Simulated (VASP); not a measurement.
# Al3BSb2 (P-3m1) in VASP: further runs

The runs below take Al3BSb2 through single point, relaxation of cell and atoms, with PBE.

Program: VASP 6.6.1. These are calculated values, not measurements. Logs are shortened: lines on timing, memory, paths and dates and some standing lists are left out, and cuts for length are marked.

**1. The cell of the first run**

It takes space group P-3m1 (No. 164, trigonal). The conventional cell has a = 3.482 Å, b = 3.482 Å, c = 10.783 Å, α = 90.00°, β = 90.00°, γ = 120.00°. Al (site symmetry 3m) has 3 B at 2.22 Å and 3 Al at 2.76 Å within 2.9 Å. Al (site symmetry -3m) has 6 Sb at 2.90 Å and 6 Al at 3.48 Å within 3.8 Å. B (site symmetry -3m) has 6 Al at 2.22 Å within 2.9 Å. Sb (site symmetry 3m) has 6 Al at 2.90 to 3.10 Å and 6 Sb at 3.48 Å within 3.8 Å.

**2. Single point, PBE**

Contents of INCAR:

```
PREC     = Accurate       # precision mode
ENCUT    = 520            # plane-wave cutoff, eV
EDIFF    = 1E-7           # SCF threshold, eV
ISMEAR   = 0              # smearing method
SIGMA    = 0.2            # smearing width, eV
LREAL    = False          # projectors in reciprocal space
LASPH    = True           # aspherical terms in the spheres
NELM     = 60             # most SCF steps
ALGO     = Normal         # electronic algorithm
ISIF     = 2              # what is computed and relaxed
LWAVE    = False          # write WAVECAR
LCHARG   = False          # write CHGCAR
GGA      = PE             # functional
NBANDS   = 20             # bands
```

Contents of KPOINTS:

```
Automatic mesh
0
Gamma
  5 5 2
```

Contents of POSCAR:

```
Al3BSb2
1.0
    3.4819641077      0.0000000000      0.0000000000
   -1.7409820539      3.0154693724      0.0000000000
    0.0000000000      0.0000000000     10.7831484356
Al B Sb
3 1 2
Direct
    0.3333333333      0.6666666667      0.0875260186
    0.6666666667      0.3333333333      0.9124739814
    0.0000000000      0.0000000000      0.5000000000
    0.0000000000      0.0000000000      0.0000000000
    0.6666666667      0.3333333333      0.3066707559
    0.3333333333      0.6666666667      0.6933292441
```

Potentials or basis: VASP PAW PBE potentials, release 64 (Al, B, Sb).

Launch:

```sh
cat potpaw_PBE.64/Al/POTCAR potpaw_PBE.64/B/POTCAR potpaw_PBE.64/Sb/POTCAR > POTCAR
mpirun -np 1 vasp_std > vasp.out
```

OUTCAR:

```text
PREC = Accurate
   ENCUT = 520
   EDIFF = 1E-7
   ISMEAR = 0
   LREAL = False
   LASPH = True
   NELM = 60
   ISIF = 2
   GGA = PE

 ion  position               nearest neighbor table
   1  0.333  0.667  0.088-   4 2.22   4 2.22   4 2.22   2 2.76   2 2.76   2 2.76   5 3.10   5 3.10
                             5 3.10
   2  0.667  0.333  0.912-   4 2.22   4 2.22   4 2.22   1 2.76   1 2.76   1 2.76   6 3.10   6 3.10
                             6 3.10
   3  0.000  0.000  0.500-   5 2.90   6 2.90   5 2.90   6 2.90   5 2.90   6 2.90
   4  0.000  0.000  0.000-   1 2.22   2 2.22   2 2.22   1 2.22   2 2.22   1 2.22
   5  0.667  0.333  0.307-   3 2.90   3 2.90   3 2.90   1 3.10   1 3.10   1 3.10
   6  0.333  0.667  0.693-   3 2.90   3 2.90   3 2.90   2 3.10   2 3.10   2 3.10

  LATTYP: Found a hexagonal cell.
 ALAT       =     3.4819641077
 C/A-ratio  =     3.0968580095

  Lattice vectors:

 A1 = (   3.4819641077,   0.0000000000,   0.0000000000)
 A2 = (  -1.7409820539,   3.0154693724,   0.0000000000)
 A3 = (   0.0000000000,   0.0000000000,  10.7831484356)

Analysis of symmetry for initial positions (statically):
=====================================================================
 Subroutine PRICEL returns:
 Original cell was already a primitive cell.

 Routine SETGRP: Setting up the symmetry group for a
 hexagonal supercell.

 Subroutine GETGRP returns: Found 12 space group operations
 (whereof 12 operations were pure point group operations)
 out of a pool of 24 trial point group operations.

The static configuration has the point symmetry D_3d.

Analysis of symmetry for dynamics (positions and initial velocities):
=====================================================================
 Subroutine PRICEL returns:
 Original cell was already a primitive cell.

 Routine SETGRP: Setting up the symmetry group for a
 hexagonal supercell.

 Subroutine GETGRP returns: Found 12 space group operations
 (whereof 12 operations were pure point group operations)
 out of a pool of 24 trial point group operations.

The dynamic configuration has the point symmetry D_3d.

 Subroutine INISYM returns: Found 12 space group operations
 (whereof 12 operations are pure point group operations),
 and found     1 'primitive' translations

----------------------------------------------------------------------------------------

                                     Primitive cell

  volume of cell :     113.2204

  direct lattice vectors                    reciprocal lattice vectors
     3.481964108  0.000000000  0.000000000     0.287194230  0.165811666  0.000000000
    -1.740982054  3.015469372  0.000000000     0.000000000  0.331623332  0.000000000
     0.000000000  0.000000000 10.783148436     0.000000000  0.000000000  0.092737293

  length of vectors
     3.481964108  3.481964108 10.783148436     0.331623332  0.331623332  0.092737293

  position of ions in fractional coordinates (direct lattice)
     0.333333333  0.666666667  0.087526019
     0.666666667  0.333333333  0.912473981
     0.000000000  0.000000000  0.500000000
     0.000000000  0.000000000  0.000000000
     0.666666667  0.333333333  0.306670756
     0.333333333  0.666666667  0.693329244

  ion indices of the primitive-cell ions
   primitive index   ion index
                 1           1
                 2           2
                 3           3
                 4           4
                 5           5
                 6           6

----------------------------------------------------------------------------------------

 KPOINTS: Automatic mesh

Automatic generation of k-mesh.
 Grid dimensions read from file:
 generate k-points for:    5    5    2

 Generating k-lattice:

  Cartesian coordinates                     Fractional coordinates (reciprocal lattice)
     0.057438846  0.033162333  0.000000000     0.200000000 -0.000000000  0.000000000
     0.000000000  0.066324666  0.000000000     0.000000000  0.200000000  0.000000000
     0.000000000  0.000000000  0.046368647     0.000000000  0.000000000  0.500000000

  Length of vectors
     0.066324666  0.066324666  0.046368647

  Shift w.r.t. Gamma in fractional coordinates (k-lattice)
     0.000000000  0.000000000  0.000000000

 Subroutine IBZKPT returns following result:
 ===========================================

 Found     10 irreducible k-points:

 Following reciprocal coordinates:
            Coordinates               Weight
  0.000000  0.000000  0.000000      1.000000
  0.200000 -0.000000  0.000000      6.000000
  0.400000 -0.000000  0.000000      6.000000
  0.200000  0.200000  0.000000      6.000000
  0.400000  0.200000  0.000000      6.000000
  0.000000  0.000000  0.500000      1.000000
  0.200000 -0.000000  0.500000      6.000000
  0.400000 -0.000000  0.500000      6.000000
  0.200000  0.200000  0.500000      6.000000
  0.400000  0.200000  0.500000      6.000000
   k-points           NKPTS =     10   k-points in BZ     NKDIM =     10   number of bands    NBANDS=     20
   number of dos      NEDOS =    301   number of ions     NIONS =      6
   total plane-waves  NPLWV =  62720
   dimension x,y,z NGX =    28 NGY =   28 NGZ =   80
   dimension x,y,z NGXF=    56 NGYF=   56 NGZF=  160
   ions per type =               3   1   2
   NGX,Y,Z   is equivalent  to a cutoff of  13.37, 13.37, 12.33 a.u.
   NGXF,Y,Z  is equivalent  to a cutoff of  26.74, 26.74, 24.67 a.u.
 SYSTEM =  unknown system
   PREC   = accura    normal or accurate (medium, high low for compatibility)
   ISTART =      0    job   : 0-new  1-cont  2-samecut
   ICHARG =      2    charge: 1-file 2-atom 10-const
   ISPIN  =      1    spin polarized calculation?
   LNONCOLLINEAR =      F non collinear calculations
   LSORBIT =      F    spin-orbit coupling
   LASPH  =      T    aspherical Exc in radial PAW
   ENCUT  =  520.0 eV  38.22 Ry    6.18 a.u.   6.47  6.47 20.05*2*pi/ulx,y,z
   NELM   =     60;   NELMIN=  2; NELMDL= -5     # of ELM steps
   EDIFF  = 0.1E-06   stopping-criterion for ELM
   LREAL  =      F    real-space projection
   EDIFFG = 0.1E-05   stopping-criterion for IOM
   NSW    =      0    number of steps for IOM
   IBRION =     -1    ionic relax: 0-MD 1-quasi-New 2-CG
   NFREE  =      0    steps in history (QN), initial steepest desc. (CG)
   ISIF   =      2    stress and relaxation
   ISYM   =      2    0-nonsym 1-usesym 2-fastsym
   POTIM  = 0.5000    time-step for ionic-motion
   TEBEG  =    0.0;   TEEND  =   0.0 temperature during run
   PSTRESS=    0.0 pullay stress
   NELECT =      22.0000    total number of electrons
   NUPDOWN=      -1.0000    fix difference up-down
   EMIN   =  10.00;   EMAX   =-10.00  energy-range for DOS
   EFERMI =   0.00;   METHOD = LEGACY
   ISMEAR =     0;   SIGMA  =   0.20  broadening in eV -4-tet -1-fermi 0-gaus
   EFERMI_NEDOS =   21; number of points for ismear=-14 and -15
   IALGO  =     38    algorithm
   IMIX   =      4    mixing-type and parameters
     AMIX     =   0.40;   BMIX     =  1.00
     AMIX_MAG =   1.60;   BMIX_MAG =  1.00
  volume/ion in A,a.u.               =      18.87       127.34
  Fermi-wavevector in a.u.,A,eV,Ry     =   0.948216  1.791869 12.233193  0.899114
  Thomas-Fermi vector in A             =   2.076384
   LORBIT       =      0    0 simple, 1 ext, 2 COOP (PROOUT), +10 PAW based schemes
   GGA     = PE    functional components
   LHFCALC =     F    Hartree Fock is set to
   AEXX    =    0.0000 exact exchange contribution
   IVDW    =     0    specifies the selected vdW correction
   LEPSILON=     F    determine dielectric tensor
   LRPA    =     F    only Hartree local field effects (RPA)
 non-spin polarized calculation
 Gauss-broadening in eV      SIGMA  =   0.20
  energy-cutoff  :      520.00
  volume of cell :      113.22
 maximum number of plane-waves:      3112
 NGX is ok and might be reduce to    28
   NGX = 13   NGY = 13   NGZ = 41

 number of electron      21.9999999 magnetization

 Free energy of the ion-electron system (eV)
  ---------------------------------------------------
  ext. energy  EPLUGINS =         0.00000000
  ---------------------------------------------------
  free energy    TOTEN  =       -25.42473591 eV

  energy without entropy =      -25.40101561  energy(sigma->0) =      -25.41287576

 E-fermi :   7.6464     XC(G=0): -10.1857

 val. band max:        7.5716554152   @ k =   0.2000  -0.0000   0.5000
 cond. band min:       7.8845230131   @ k =   0.2000   0.2000   0.0000
 fundamental gap:      0.3128675979
 Fermi energy:         7.6464227051

 k-point     1 :       0.0000    0.0000    0.0000
  band No.  band energies     occupation
      1      -4.5675      2.00000
      2      -3.7859      2.00000
      3      -3.0191      2.00000
      4       1.1998      2.00000
      5       1.6330      2.00000
      6       6.6282      2.00000
[... 12 lines left out ...]
     19      13.8413      0.00000
     20      14.6971      0.00000

 k-point     2 :       0.2000   -0.0000    0.0000
  band No.  band energies     occupation
      1      -3.9372      2.00000
      2      -3.1714      2.00000
      3      -2.4258      2.00000
      4       1.8006      2.00000
      5       2.2523      2.00000
      6       5.4725      2.00000
[... 12 lines left out ...]
     19      13.3814      0.00000
     20      14.4729      0.00000

 k-point     3 :       0.4000   -0.0000    0.0000
  band No.  band energies     occupation
      1      -2.1783      2.00000
      2      -1.5798      2.00000
      3      -0.7369      2.00000
      4       1.6834      2.00000
      5       2.5615      2.00000
      6       2.9836      2.00000
[... 12 lines left out ...]
     19      12.8961      0.00000
     20      13.3920      0.00000

 k-point     4 :       0.2000    0.2000    0.0000
  band No.  band energies     occupation
      1      -2.7244      2.00000
      2      -2.0261      2.00000
      3      -1.2723      2.00000
      4       2.7426      2.00000
      5       3.3095      2.00000
      6       3.8217      2.00000
[... 107 lines left out ...]
 k-point     9 :       0.2000    0.2000    0.5000
  band No.  band energies     occupation
      1      -2.5749      2.00000
      2      -2.3543      2.00000
      3      -0.9803      2.00000
      4       2.0485      2.00000
      5       3.6243      2.00000
      6       3.9574      2.00000
[... 12 lines left out ...]
     19      13.2279      0.00000
     20      13.8792      0.00000

 k-point    10 :       0.4000    0.2000    0.5000
  band No.  band energies     occupation
      1      -1.0246      2.00000
      2      -0.9218      2.00000
      3       0.3510      2.00000
      4       1.1684      2.00000
      5       2.2730      2.00000
      6       2.8896      2.00000
[... 12 lines left out ...]
     19      13.1126      0.00000
     20      14.7487      0.00000

------------------------ aborting loop because EDIFF is reached ----------------------------------------

  FORCE on cell =-STRESS in cart. coord.  units (eV):
  Direction    XX          YY          ZZ          XY          YZ          ZX
  --------------------------------------------------------------------------------------
  -------------------------------------------------------------------------------------
  Total        0.1081115      0.1081115      0.4670853     -0.0000000      0.0000000     -0.0000000
  in kB        1.5298817      1.5298817      6.6097042     -0.0000000      0.0000000     -0.0000000
  external PRESSURE =       3.2231559 kB  Pullay stress =       0.0000000 kB

 VOLUME and BASIS-vectors are now :
 -----------------------------------------------------------------------------
  energy-cutoff  :      520.00
  volume of cell :      113.22
      direct lattice vectors                 reciprocal lattice vectors
     3.481964108  0.000000000  0.000000000     0.287194230  0.165811666  0.000000000
    -1.740982054  3.015469372  0.000000000     0.000000000  0.331623332  0.000000000
     0.000000000  0.000000000 10.783148436     0.000000000  0.000000000  0.092737293

 POSITION                                       TOTAL-FORCE (eV/Angst)
 -----------------------------------------------------------------------------------
     -0.00000      2.01031      0.94381        -0.000000      0.000000     -0.043029
      1.74098      1.00516      9.83934         0.000000     -0.000000      0.043029
      0.00000      0.00000      5.39157         0.000000      0.000000      0.000000
      0.00000      0.00000      0.00000         0.000000      0.000000      0.000000
      1.74098      1.00516      3.30688         0.000000     -0.000000      0.003539
     -0.00000      2.01031      7.47627         0.000000      0.000000     -0.003539
 -----------------------------------------------------------------------------------
    total drift:                               -0.000000     -0.000000     -0.000000

  FREE ENERGIE OF THE ION-ELECTRON SYSTEM (eV)
  ---------------------------------------------------
  free  energy   TOTEN  =       -25.4247359129 eV

  energy  without entropy=      -25.4010156130  energy(sigma->0) =      -25.41287576
```

Wall time 26 s (1 thread of Intel Xeon Platinum 8259CL at 2.50GHz (Skylake/Cascade Lake), shared host); peak memory 0.25 GiB.

Results:

| Property | Result |
| --- | --- |
| Free energy | -25.4247 eV |
| Pressure | 0.3 GPa |
| Largest force | 0.043 eV/Å |
| Band gap on the k mesh | zero (band 11 reaches 10.66 eV, above the bottom of band 12 at 6.08 eV) |

Forces in eV/Å, atoms in the order of the input:
```
Al   0.000  0.000 -0.043
Al   0.000  0.000  0.043
Al   0.000  0.000  0.000
B    0.000  0.000  0.000
Sb   0.000  0.000  0.004
Sb   0.000  0.000 -0.004
```

Stress tensor (GPa, compression positive):
```
0.15 0.00 0.00
0.00 0.15 0.00
0.00 0.00 0.66
```

Caveat: the k points lie up to 0.42 Å⁻¹ apart; spin-orbit coupling is left out, which moves the levels of the heavy elements.

(Continued in part 2 of 2.)
